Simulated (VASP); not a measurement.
A run of VASP 6.6.1 is set up as follows.

POSCAR

```
B4AsN3
1.0
    2.7735253790      0.0000000000      0.0000000000
    0.0000000000      2.8258492763      3.9759275773
    0.0000000000     -2.8258492763      3.9759275773
N As B
3 1 4
Direct
    0.0000000000      0.0033841712      0.0033841712
    0.5000000000      0.0080621893      0.4871432091
    0.5000000000      0.4871432091      0.0080621893
    0.0000000000      0.5011661304      0.5011661304
    0.5000000000      0.8811572140      0.8811572140
    0.0000000000      0.9131466194      0.3610568296
    0.0000000000      0.3610568296      0.9131466194
    0.5000000000      0.3448836371      0.3448836371
```

File INCAR.step1:

```
  PREC = Accurate
  ENCUT = 520
  ISMEAR = -1
  SIGMA = 0.02
  LREAL = False
  LASPH = True
  NELM = 60
  NBANDS = 26
  GGA = PE
  ALGO = Normal
  EDIFF = 1E-4
  LWAVE = True
  LCHARG = False
```

Contents of INCAR.step2:

```
  PREC = Accurate
  ENCUT = 520
  EDIFF = 1E-7
  ISMEAR = -1
  SIGMA = 0.02
  LREAL = False
  LASPH = True
  NELM = 60
  ALGO = Normal
  ISIF = 2
  LWAVE = False
  LCHARG = False
  METAGGA = R2SCAN
  LMIXTAU = True
  NBANDS = 26
  ISTART = 1
```

The input KPOINTS:

```
Automatic mesh
0
Gamma
  10 6 6
```

Potentials or basis: VASP PAW PBE potentials, release 64 (N, As, B).

Launch:

```sh
$ cat potpaw_PBE.64/N/POTCAR potpaw_PBE.64/As/POTCAR potpaw_PBE.64/B/POTCAR > POTCAR
$ cp INCAR.step1 INCAR
$ mpirun -np 1 vasp_std > vasp.out
$ cp INCAR.step2 INCAR
$ mpirun -np 1 vasp_std > vasp.out
```

Question: What does it give for the largest force?

Answer: 0.129 eV/Å.

Question: What does it give for the band gap on the k mesh?

Answer: 0.15 eV (least direct gap 0.30 eV).

Question: Estimate the pressure.

Answer: 1.2 GPa.

Forces in eV/Å, atoms in the order of the input:
```
N    0.000  0.000 -0.011
N    0.000 -0.039  0.003
N    0.000  0.039  0.003
As   0.000  0.000  0.039
B    0.000  0.000 -0.021
B    0.000  0.071  0.058
B    0.000 -0.071  0.058
B    0.000  0.000 -0.129
```

Caveat: the PAW data sets were made with another functional, which shifts forces and pressure a little. A k mesh can miss the band edges.
